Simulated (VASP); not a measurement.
**SiNi: single point with PBE**

Crystal: SiNi.

```
CELL_PARAMETERS angstrom
5.15409 0.00000 0.00000
0.00000 3.37549 0.00000
0.00000 0.00000 5.61971
ATOMIC_POSITIONS crystal
Si 0.32125 0.75000 0.08408
Si 0.17875 0.25000 0.58408
Si 0.82125 0.75000 0.41592
Si 0.67875 0.25000 0.91592
Ni 0.00822 0.25000 0.22852
Ni 0.49178 0.75000 0.72852
Ni 0.50822 0.25000 0.35155
Ni 0.99178 0.75000 0.85155
```

This cell differs from its parent crystal: all Ni atoms moved +0.225 Å, as atom 5 along Cartesian [0 0 1].

```yaml
Program: VASP 6.6.1
Task: single point
Functional: PBE
Potentials_or_basis: VASP PAW PBE potentials, release 64 (Si, Ni)
Cutoff: 520 eV
k_mesh: 8 × 12 × 8
Occupations: gaussian, width 0.15 eV
Spin: no spin polarisation
Dipole_correction: no
Further_INCAR_settings: ALGO = Normal; EDIFF = 1e-07; NBANDS = 38
```

| Quantity | Value |
| --- | --- |
| Pressure | 4.0 GPa |
| Largest force | 2.335 eV/Å |
| Band gap on the k mesh | zero (band 28 reaches 11.38 eV, above the bottom of band 29 at 9.54 eV) |

Forces on the atoms (eV/Å):
```
Si   0.634  0.000  2.247
Si  -0.634  0.000  2.247
Si  -0.771  0.000  1.294
Si   0.771  0.000  1.294
Ni  -0.073  0.000 -2.087
Ni   0.073  0.000 -2.087
Ni   0.539  0.000 -1.454
Ni  -0.539  0.000 -1.454
```

Stress tensor (GPa, compression positive):
```
4.62 0.00 0.00
0.00 2.92 0.00
0.00 0.00 4.47
```

Levels at points of the mesh, in eV from the Fermi level:
```
           k point  band 26  band 27  band 28  band 29  band 30  band 31
(0.00, 0.00, 0.00)    -1.21    -1.07    -0.93     0.57     1.18     3.18
(0.50, 0.00, 0.00)    -1.86     0.97     1.04     1.05     1.23     3.44
(0.00, 0.50, 0.00)    -1.80    -1.38    -1.38    -0.63    -0.63     1.95
(0.50, 0.50, 0.00)    -1.83    -1.57    -1.57     0.37     0.37     0.49
(0.00, 0.00, 0.50)    -1.38    -0.26    -0.26     0.91     0.91     3.12
(0.50, 0.00, 0.50)    -1.06     0.81     0.81     2.20     2.20     2.74
(0.00, 0.50, 0.50)    -1.87    -1.66    -1.66     0.16     0.16     1.20
(0.50, 0.50, 0.50)    -2.01    -1.75    -1.75     2.42     2.42     2.56
```

Run time: 12 min on 1 thread of Intel(R) Xeon(R) Platinum 8259CL CPU @ 2.50GHz (Skylake/Cascade Lake) (shared host), peak memory 0.56 GiB.

Caveat: the cell differs from its parent crystal (all Ni atoms moved +0.225 Å, as atom 5 along Cartesian [0 0 1]); forces of over 1 eV/Å act on the atoms, so gaps and moduli don't describe the material at rest. Spin polarisation is off, so any magnetic state and its effect on volume and gap are missing.
